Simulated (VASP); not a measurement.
# LaSc2As4 in VASP: notebook

Runs on LaSc2As4. Level: PBE. Tasks: single point.

Program: VASP 6.6.1. These are calculated values, not measurements. Logs are shortened: lines on timing, memory, paths and dates and some standing lists are left out, and cuts for length are marked.

## 1. The cell of the first run

The typed cell holds 7 atoms: a = 6.174 Å, b = 6.174 Å, c = 3.990 Å, α = 90.00°, β = 90.00°, γ = 90.00°.

## 2. Single point, PBE

Contents of INCAR:

```
ALGO = Normal
EDIFF = 1E-6
ENCUT = 520
GGA = PE
ISIF = 2
ISMEAR = 0
LASPH = True
LCHARG = True
LELF = True
LREAL = False
LVHAR = True
LWAVE = False
NBANDS = 36
NELM = 100
PREC = Accurate
SIGMA = 0.1
```

Contents of KPOINTS:

```
k-points
0
Gamma
  4 4 2
```

Contents of POSCAR:

```
LaSc2As4
1.0
    6.1738153876      0.0000000000      0.0000000000
    0.0000000000      6.1738153876      0.0000000000
    0.0000000000      0.0000000000      3.9904878714
La Sc As
1 2 4
Direct
    0.0000000000      0.0000000000      0.8781076987
    0.0000000000      0.5000000000     -0.1219662061
    0.5000000000      0.0000000000     -0.1219662061
    0.2723628715      0.7276031039      0.3780525184
    0.7276371285      0.2723968961      0.3780525184
    0.2723968961      0.2723628715      0.3780525184
    0.7276031039      0.7276371285      0.3780525184
```

Potentials or basis: VASP PAW PBE potentials, release 64 (La, Sc_sv, As).

Launch:

```sh
cat potpaw_PBE.64/La/POTCAR potpaw_PBE.64/Sc_sv/POTCAR potpaw_PBE.64/As/POTCAR > POTCAR
mpirun -np 1 vasp_std > vasp.out
```

OUTCAR:

```text
EDIFF = 1E-6
   ENCUT = 520
   GGA = PE
   ISIF = 2
   ISMEAR = 0
   LASPH = True
   LREAL = False
   NELM = 100
   PREC = Accurate

 ion  position               nearest neighbor table
   1  0.000  0.000  0.878-   2 3.09   3 3.09   2 3.09   3 3.09   6 3.10   7 3.10   4 3.10   5 3.10
                             6 3.10   7 3.10   4 3.10   5 3.10
   2  0.000  0.500  0.878-   4 2.96   5 2.96   4 2.96   5 2.96   6 2.96   7 2.96   6 2.96   7 2.96
                             1 3.09   1 3.09
   3  0.500  0.000  0.878-   6 2.96   7 2.96   6 2.96   7 2.96   4 2.96   5 2.96   4 2.96   5 2.96
                             1 3.09   1 3.09
   4  0.272  0.728  0.378-   6 2.81   7 2.81   2 2.96   2 2.96   3 2.96   3 2.96   1 3.10   1 3.10

   5  0.728  0.272  0.378-   6 2.81   7 2.81   2 2.96   2 2.96   3 2.96   3 2.96   1 3.10   1 3.10

   6  0.272  0.272  0.378-   4 2.81   5 2.81   3 2.96   3 2.96   2 2.96   2 2.96   1 3.10   1 3.10

   7  0.728  0.728  0.378-   4 2.81   5 2.81   3 2.96   3 2.96   2 2.96   2 2.96   1 3.10   1 3.10

  LATTYP: Found a simple tetragonal cell.
 ALAT       =     6.1738153876
 C/A-ratio  =     0.6463568508

  Lattice vectors:

 A1 = (   6.1738153876,   0.0000000000,   0.0000000000)
 A2 = (   0.0000000000,   6.1738153876,   0.0000000000)
 A3 = (   0.0000000000,   0.0000000000,   3.9904878714)

Analysis of symmetry for initial positions (statically):
=====================================================================
 Subroutine PRICEL returns:
 Original cell was already a primitive cell.

 Routine SETGRP: Setting up the symmetry group for a
 simple tetragonal supercell.

 Subroutine GETGRP returns: Found  4 space group operations
 (whereof  4 operations were pure point group operations)
 out of a pool of 16 trial point group operations.

The static configuration has the point symmetry     .

Analysis of symmetry for dynamics (positions and initial velocities):
=====================================================================
 Subroutine PRICEL returns:
 Original cell was already a primitive cell.

 Routine SETGRP: Setting up the symmetry group for a
 simple tetragonal supercell.

 Subroutine GETGRP returns: Found  4 space group operations
 (whereof  4 operations were pure point group operations)
 out of a pool of 16 trial point group operations.

The dynamic configuration has the point symmetry     .

 Subroutine INISYM returns: Found  4 space group operations
 (whereof  4 operations are pure point group operations),
 and found     1 'primitive' translations

----------------------------------------------------------------------------------------

                                     Primitive cell

  volume of cell :     152.1014

  direct lattice vectors                    reciprocal lattice vectors
     6.173815388  0.000000000  0.000000000     0.161974393  0.000000000  0.000000000
     0.000000000  6.173815388  0.000000000     0.000000000  0.161974393  0.000000000
     0.000000000  0.000000000  3.990487871     0.000000000  0.000000000  0.250595925

  length of vectors
     6.173815388  6.173815388  3.990487871     0.161974393  0.161974393  0.250595925

  position of ions in fractional coordinates (direct lattice)
     0.000000000  0.000000000  0.878107699
     0.000000000  0.500000000  0.878033794
     0.500000000  0.000000000  0.878033794
     0.272362872  0.727603104  0.378052518
     0.727637128  0.272396896  0.378052518
     0.272396896  0.272362872  0.378052518
     0.727603104  0.727637128  0.378052518

  ion indices of the primitive-cell ions
   primitive index   ion index
                 1           1
                 2           2
                 3           3
                 4           4
                 5           5
                 6           6
                 7           7

----------------------------------------------------------------------------------------

 KPOINTS: k-points

Automatic generation of k-mesh.
 Grid dimensions read from file:
 generate k-points for:    4    4    2

 Generating k-lattice:

  Cartesian coordinates                     Fractional coordinates (reciprocal lattice)
     0.040493598  0.000000000  0.000000000     0.250000000  0.000000000  0.000000000
     0.000000000  0.040493598  0.000000000     0.000000000  0.250000000  0.000000000
     0.000000000  0.000000000  0.125297963     0.000000000  0.000000000  0.500000000

  Length of vectors
     0.040493598  0.040493598  0.125297963

  Shift w.r.t. Gamma in fractional coordinates (k-lattice)
     0.000000000  0.000000000  0.000000000

 Subroutine IBZKPT returns following result:
 ===========================================

 Found     12 irreducible k-points:

 Following reciprocal coordinates:
            Coordinates               Weight
  0.000000  0.000000  0.000000      1.000000
  0.250000  0.000000  0.000000      4.000000
  0.500000  0.000000  0.000000      2.000000
  0.250000  0.250000  0.000000      4.000000
  0.500000  0.250000  0.000000      4.000000
  0.500000  0.500000  0.000000      1.000000
  0.000000  0.000000  0.500000      1.000000
  0.250000  0.000000  0.500000      4.000000
  0.500000  0.000000  0.500000      2.000000
  0.250000  0.250000  0.500000      4.000000
  0.500000  0.250000  0.500000      4.000000
  0.500000  0.500000  0.500000      1.000000
   k-points           NKPTS =     12   k-points in BZ     NKDIM =     12   number of bands    NBANDS=     36
   number of dos      NEDOS =    301   number of ions     NIONS =      7
   total plane-waves  NPLWV =  69120
   dimension x,y,z NGX =    48 NGY =   48 NGZ =   30
   dimension x,y,z NGXF=    96 NGYF=   96 NGZF=   60
   ions per type =               1   2   4
   NGX,Y,Z   is equivalent  to a cutoff of  12.93, 12.93, 12.50 a.u.
   NGXF,Y,Z  is equivalent  to a cutoff of  25.85, 25.85, 25.00 a.u.
 SYSTEM =  unknown system
   PREC   = accura    normal or accurate (medium, high low for compatibility)
   ISTART =      0    job   : 0-new  1-cont  2-samecut
   ICHARG =      2    charge: 1-file 2-atom 10-const
   ISPIN  =      1    spin polarized calculation?
   LNONCOLLINEAR =      F non collinear calculations
   LSORBIT =      F    spin-orbit coupling
   LASPH  =      T    aspherical Exc in radial PAW
   ENCUT  =  520.0 eV  38.22 Ry    6.18 a.u.  11.48 11.48  7.42*2*pi/ulx,y,z
   NELM   =    100;   NELMIN=  2; NELMDL= -5     # of ELM steps
   EDIFF  = 0.1E-05   stopping-criterion for ELM
   LREAL  =      F    real-space projection
   EDIFFG = 0.1E-04   stopping-criterion for IOM
   NSW    =      0    number of steps for IOM
   IBRION =     -1    ionic relax: 0-MD 1-quasi-New 2-CG
   NFREE  =      0    steps in history (QN), initial steepest desc. (CG)
   ISIF   =      2    stress and relaxation
   ISYM   =      2    0-nonsym 1-usesym 2-fastsym
   POTIM  = 0.5000    time-step for ionic-motion
   TEBEG  =    0.0;   TEEND  =   0.0 temperature during run
   PSTRESS=    0.0 pullay stress
   NELECT =      53.0000    total number of electrons
   NUPDOWN=      -1.0000    fix difference up-down
   EMIN   =  10.00;   EMAX   =-10.00  energy-range for DOS
   EFERMI =   0.00;   METHOD = LEGACY
   ISMEAR =     0;   SIGMA  =   0.10  broadening in eV -4-tet -1-fermi 0-gaus
   EFERMI_NEDOS =   21; number of points for ismear=-14 and -15
   IALGO  =     38    algorithm
   IMIX   =      4    mixing-type and parameters
     AMIX     =   0.40;   BMIX     =  1.00
     AMIX_MAG =   1.60;   BMIX_MAG =  1.00
  volume/ion in A,a.u.               =      21.73       146.63
  Fermi-wavevector in a.u.,A,eV,Ry     =   1.152009  2.176980 18.056614  1.327124
  Thomas-Fermi vector in A             =   2.288662
   LORBIT       =      0    0 simple, 1 ext, 2 COOP (PROOUT), +10 PAW based schemes
   GGA     = PE    functional components
   LHFCALC =     F    Hartree Fock is set to
   AEXX    =    0.0000 exact exchange contribution
   IVDW    =     0    specifies the selected vdW correction
   LEPSILON=     F    determine dielectric tensor
   LRPA    =     F    only Hartree local field effects (RPA)
 non-spin polarized calculation
 Gauss-broadening in eV      SIGMA  =   0.10
  energy-cutoff  :      520.00
  volume of cell :      152.10
 maximum number of plane-waves:      4110
 NGX is ok and might be reduce to    48
   NGX = 23   NGY = 23   NGZ = 15

 number of electron      52.9999993 magnetization

 Free energy of the ion-electron system (eV)
  ---------------------------------------------------
  ext. energy  EPLUGINS =         0.00000000
  ---------------------------------------------------
  free energy    TOTEN  =       -40.81371375 eV

  energy without entropy =      -40.79531073  energy(sigma->0) =      -40.80451224

 E-fermi :   6.3819     XC(G=0): -10.3405

 val. band max:        6.3633966849   @ k =   0.2500   0.0000   0.5000
 cond. band min:       6.4529624348   @ k =   0.2500   0.2500   0.0000
 fundamental gap:      0.0895657499
 Fermi energy:         6.3819164828

 k-point     1 :       0.0000    0.0000    0.0000
  band No.  band energies     occupation
      1     -43.5334      2.00000
      2     -43.5324      2.00000
      3     -25.5362      2.00000
      4     -22.2580      2.00000
      5     -22.2580      2.00000
      6     -22.1696      2.00000
[... 28 lines left out ...]
     35       8.1828      0.00000
     36       9.1051      0.00000

 k-point     2 :       0.2500    0.0000    0.0000
  band No.  band energies     occupation
      1     -43.5333      2.00000
      2     -43.5326      2.00000
      3     -25.5414      2.00000
      4     -22.2577      2.00000
      5     -22.2576      2.00000
      6     -22.1699      2.00000
[... 28 lines left out ...]
     35       8.3431      0.00000
     36       8.6454      0.00000

 k-point     3 :       0.5000    0.0000    0.0000
  band No.  band energies     occupation
      1     -43.5329      2.00000
      2     -43.5329      2.00000
      3     -25.5466      2.00000
      4     -22.2574      2.00000
      5     -22.2572      2.00000
      6     -22.1702      2.00000
[... 28 lines left out ...]
     35       8.3844      0.00000
     36       8.5737      0.00000

 k-point     4 :       0.2500    0.2500    0.0000
  band No.  band energies     occupation
      1     -43.5332      2.00000
      2     -43.5327      2.00000
      3     -25.5466      2.00000
      4     -22.2611      2.00000
      5     -22.2539      2.00000
      6     -22.1630      2.00000
[... 28 lines left out ...]
     35       8.5598      0.00000
     36       8.6396      0.00000

 k-point     5 :       0.5000    0.2500    0.0000
  band No.  band energies     occupation
      1     -43.5329      2.00000
      2     -43.5329      2.00000
      3     -25.5518      2.00000
      4     -22.2625      2.00000
      5     -22.2522      2.00000
      6     -22.1614      2.00000
[... 28 lines left out ...]
     35       8.3216      0.00000
     36       8.3413      0.00000

 k-point     6 :       0.5000    0.5000    0.0000
  band No.  band energies     occupation
      1     -43.5329      2.00000
      2     -43.5329      2.00000
      3     -25.5570      2.00000
      4     -22.2646      2.00000
      5     -22.2501      2.00000
      6     -22.1560      2.00000
[... 28 lines left out ...]
     35       8.3855      0.00000
     36       8.4357      0.00000

 k-point     7 :       0.0000    0.0000    0.5000
  band No.  band energies     occupation
      1     -43.5319      2.00000
      2     -43.5309      2.00000
      3     -25.4963      2.00000
      4     -22.2526      2.00000
      5     -22.2526      2.00000
      6     -22.1806      2.00000
[... 28 lines left out ...]
     35       9.1068      0.00000
     36       9.2182      0.00000

 k-point     8 :       0.2500    0.0000    0.5000
  band No.  band energies     occupation
      1     -43.5317      2.00000
      2     -43.5310      2.00000
      3     -25.5014      2.00000
      4     -22.2523      2.00000
      5     -22.2522      2.00000
      6     -22.1796      2.00000
[... 28 lines left out ...]
     35       8.6184      0.00000
     36       9.0315      0.00000

 k-point     9 :       0.5000    0.0000    0.5000
  band No.  band energies     occupation
      1     -43.5314      2.00000
      2     -43.5314      2.00000
      3     -25.5066      2.00000
      4     -22.2521      2.00000
      5     -22.2519      2.00000
      6     -22.1775      2.00000
[... 28 lines left out ...]
     35       8.7015      0.00000
     36       8.7538      0.00000

 k-point    10 :       0.2500    0.2500    0.5000
  band No.  band energies     occupation
      1     -43.5316      2.00000
      2     -43.5311      2.00000
      3     -25.5066      2.00000
      4     -22.2554      2.00000
      5     -22.2488      2.00000
      6     -22.1790      2.00000
[... 28 lines left out ...]
     35       8.6122      0.00000
     36       8.7699      0.00000

 k-point    11 :       0.5000    0.2500    0.5000
  band No.  band energies     occupation
      1     -43.5314      2.00000
      2     -43.5314      2.00000
      3     -25.5117      2.00000
      4     -22.2567      2.00000
      5     -22.2473      2.00000
      6     -22.1775      2.00000
[... 28 lines left out ...]
     35       8.5266      0.00000
     36       8.6105      0.00000

 k-point    12 :       0.5000    0.5000    0.5000
  band No.  band energies     occupation
      1     -43.5314      2.00000
      2     -43.5314      2.00000
      3     -25.5168      2.00000
      4     -22.2586      2.00000
      5     -22.2453      2.00000
      6     -22.1774      2.00000
[... 28 lines left out ...]
     35       8.4622      0.00000
     36       8.4695      0.00000

------------------------ aborting loop because EDIFF is reached ----------------------------------------

  FORCE on cell =-STRESS in cart. coord.  units (eV):
  Direction    XX          YY          ZZ          XY          YZ          ZX
  --------------------------------------------------------------------------------------
  -------------------------------------------------------------------------------------
  Total        0.2815952      0.2815952      0.0805134      0.0000000      0.0000000     -0.0000000
  in kB        2.9662141      2.9662141      0.8480965      0.0000001      0.0000000     -0.0000000
  external PRESSURE =       2.2601749 kB  Pullay stress =       0.0000000 kB

 VOLUME and BASIS-vectors are now :
 -----------------------------------------------------------------------------
  energy-cutoff  :      520.00
  volume of cell :      152.10
      direct lattice vectors                 reciprocal lattice vectors
     6.173815388  0.000000000  0.000000000     0.161974393  0.000000000  0.000000000
     0.000000000  6.173815388  0.000000000     0.000000000  0.161974393  0.000000000
     0.000000000  0.000000000  3.990487871     0.000000000  0.000000000  0.250595925

 POSITION                                       TOTAL-FORCE (eV/Angst)
 -----------------------------------------------------------------------------------
      0.00000      0.00000      3.50408         0.000000      0.000000     -0.002391
      0.00000      3.08691      3.50378         0.000000     -0.000000      0.000419
      3.08691      0.00000      3.50378         0.000000      0.000000      0.000419
      1.68152      4.49209      1.50861        -0.013441      0.013957      0.000388
      4.49230      1.68173      1.50861         0.013441     -0.013957      0.000388
      1.68173      1.68152      1.50861        -0.013957     -0.013441      0.000388
      4.49209      4.49230      1.50861         0.013957      0.013441      0.000388
 -----------------------------------------------------------------------------------
    total drift:                                0.000000     -0.000000     -0.000135

  FREE ENERGIE OF THE ION-ELECTRON SYSTEM (eV)
  ---------------------------------------------------
  free  energy   TOTEN  =       -40.8137137504 eV

  energy  without entropy=      -40.7953107269  energy(sigma->0) =      -40.80451224
```

Wall time 71 s (1 thread of Intel Xeon Platinum 8375C at 2.90GHz (Ice Lake), shared host); peak memory 0.28 GiB.

Results:

| Quantity | Value |
| --- | --- |
| Free energy | -40.8137 eV |
| Pressure | 0.2 GPa |
| Largest force | 0.019 eV/Å |

Forces in eV/Å, atoms in the order of the input:
```
La   0.000  0.000 -0.002
Sc   0.000  0.000  0.000
Sc   0.000  0.000  0.000
As  -0.013  0.014  0.000
As   0.013 -0.014  0.000
As  -0.014 -0.013  0.000
As   0.014  0.013  0.000
```

Caveat: the k points lie up to 0.79 Å⁻¹ apart; spin-orbit coupling is left out, which moves the levels of the heavy elements.

(Part 1 of 2 ends here.)
